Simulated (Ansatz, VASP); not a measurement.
## ZnSe: VASP beside Ansatz

The input INCAR:

```
  ALGO = Normal
  DIPOL = 0.5 0.5 0.403
  EDIFF = 1E-7
  ENCUT = 520
  GGA = PE
  IDIPOL = 3
  ISIF = 2
  ISMEAR = 0
  LASPH = True
  LCHARG = False
  LDIPOL = True
  LREAL = Auto
  LWAVE = False
  NBANDS = 86
  NELM = 100
  PREC = Accurate
  SIGMA = 0.05
```

The input KPOINTS:

```
k-points
0
Gamma
  2 2 1
```

File POSCAR:

```
ZnSe
1.0
    8.1060462640      0.0000000000      0.0000000000
   -4.0530231320      7.0200419889      0.0000000000
    0.0000000000      0.0000000000     24.4085994121
Se Zn
8 8
Direct
    0.5000000000      0.0000000000      0.3277533408
    0.5000000000      0.5000000000      0.3277533408
    0.0000000000      0.0000000000      0.3277533408
    0.0000000000      0.5000000000      0.3277533408
    0.6853714553      0.8801424040      0.4763332106
    0.6937104852      0.3873230033      0.4705863467
    0.1937398506      0.8779226960      0.4763233125
    0.2004026708      0.3993569978      0.4719356836
    0.1666666667      0.8333333333      0.3616479476
    0.1666666667      0.3333333333      0.3616479476
    0.6666666667      0.8333333333      0.3616479476
    0.6666666667      0.3333333333      0.3616479476
    0.3665771495      0.7318253941      0.4324225915
    0.3522154275      0.2140772230      0.4565144140
    0.8640322194      0.7286205123      0.4476751097
    0.8630353204      0.2157824145      0.4556063216
```

Input for Ansatz:

```yaml
crystal:
  lattice:
    - [8.106046264, 0.0, 0.0]
    - [-4.053023132, 7.0200419889, 0.0]
    - [0.0, 0.0, 24.4085994121]
  atoms:
    - { symbol: Se, position: [0.5, 0.0, 0.3277533408] }
    - { symbol: Se, position: [0.5, 0.5, 0.3277533408] }
    - { symbol: Se, position: [0.0, 0.0, 0.3277533408] }
    - { symbol: Se, position: [0.0, 0.5, 0.3277533408] }
    - { symbol: Zn, position: [0.1666666667, 0.8333333333, 0.3616479476] }
    - { symbol: Zn, position: [0.1666666667, 0.3333333333, 0.3616479476] }
    - { symbol: Zn, position: [0.6666666667, 0.8333333333, 0.3616479476] }
    - { symbol: Zn, position: [0.6666666667, 0.3333333333, 0.3616479476] }
    - { symbol: Se, position: [0.6853714553, 0.880142404, 0.4763332106] }
    - { symbol: Se, position: [0.6937104852, 0.3873230033, 0.4705863467] }
    - { symbol: Se, position: [0.1937398506, 0.877922696, 0.4763233125] }
    - { symbol: Se, position: [0.2004026708, 0.3993569978, 0.4719356836] }
    - { symbol: Zn, position: [0.3665771495, 0.7318253941, 0.4324225915] }
    - { symbol: Zn, position: [0.3522154275, 0.214077223, 0.456514414] }
    - { symbol: Zn, position: [0.8640322194, 0.7286205123, 0.4476751097] }
    - { symbol: Zn, position: [0.8630353204, 0.2157824145, 0.4556063216] }
basis:
  ecutwfc: 420
kpoints:
  mp_grid: { grid: [2, 2, 1] }
hamiltonian:
  xc: pbe
scf:
  occupations: { method: gaussian, width: 0.05 }
output:
  forces: true
  eigenvalues: true
  write_density: true
  volumetric_format: npy
efield:
  axis: 3
  dipole_correction: true
  ramp_width: 0.04
```

Alike in both runs: task single point; functional PBE; k mesh 2 × 2 × 1; occupations gaussian, width 0.05 eV; no spin polarisation.

```csv
,VASP,Ansatz
version,VASP 6.6.1,Ansatz 0.2.0
potentials or method,"VASP PAW PBE potentials, release 64 (Se, Zn), cutoff 520 eV","scalar-relativistic, plane waves, PAW"
valence electrons in the cell,144,224
```

|  | VASP | Ansatz | Ansatz less VASP |
| --- | --- | --- | --- |
| gap on the k mesh at the Fermi level (eV) | 0.95 | 0.96 | +0.005 |
| least direct gap on the mesh (eV) | 0.95 | 0.96 | +0.005 |
| rms of the force components (eV/Å) | 0.189 | 0.192 | +0.0031 |

VASP's potentials hold 144 valence electrons a cell and Ansatz's 224, so a difference there can come from the potentials and not from the codes.

The k mesh is coarse, so the values compare programs but aren't converged.
